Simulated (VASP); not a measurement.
ZrAl3B3N:

```
Zr Al B N
1.0
     4.86341    0.00000    0.00000
     0.00000    4.86341    0.00000
     0.00000    0.00000    4.86341
Zr Al B N
1 3 3 1
Direct
  0.00000 0.00000 0.00000
  0.00000 0.50000 0.50000
  0.50000 0.00000 0.50000
  0.50000 0.50000 0.00000
  0.50000 0.00000 0.00000
  0.00000 0.50000 0.00000
  0.00000 0.00000 0.50000
  0.50000 0.50000 0.50000
```

The cell was built from a structure type or drawn by symmetry, and may not be a known phase.

- Program: VASP 6.6.1
- Task: relaxation of cell and atoms
- Functional: PBE
- Potentials or basis: VASP PAW PBE potentials, release 64 (Zr_sv, Al, B, N)
- Cutoff: 600 eV
- k mesh: 3 × 3 × 3
- Occupations: gaussian, width 0.15 eV
- Spin: no spin polarisation

At the start: pressure -19.4 GPa; volume 14.38 Å³/atom.

Task: How do energy, volume and symmetry change on relaxing?

Result: Over 3 steps the energy falls by 188.1 meV/atom and the volume is 11.77 Å³/atom (-18.1 %); space group Pm-3m (No. 221, to 0.1 Å) before and after.

Step by step:
| step | energy change (eV) | largest force (eV/Å) | pressure (GPa) | volume (Å³) |
| --- | --- | --- | --- | --- |
| 1 | 0.0000 | 0.0000 | -19.45 | 115.03 |
| 2 | -1.3185 | 0.0000 | 10.80 | 88.35 |
| 3 | -1.5051 | 0.0000 | 0.07 | 94.16 |

Final structure:
```
Zr Al B N
1.0
     4.54949    0.00000    0.00000
     0.00000    4.54949    0.00000
     0.00000    0.00000    4.54949
Zr Al B N
1 3 3 1
Cartesian
  0.0000 0.0000 0.0000
  0.0000 2.2747 2.2747
  2.2747 0.0000 2.2747
  2.2747 2.2747 0.0000
  2.2747 0.0000 0.0000
  0.0000 2.2747 0.0000
  0.0000 0.0000 2.2747
  2.2747 2.2747 2.2747
```

Caveat: the k points lie up to 0.46 Å⁻¹ apart in the final cell, too coarse for converged energies and pressures of a metal; the volume moved by over 15 % at a fixed basis, so the end points are rough.
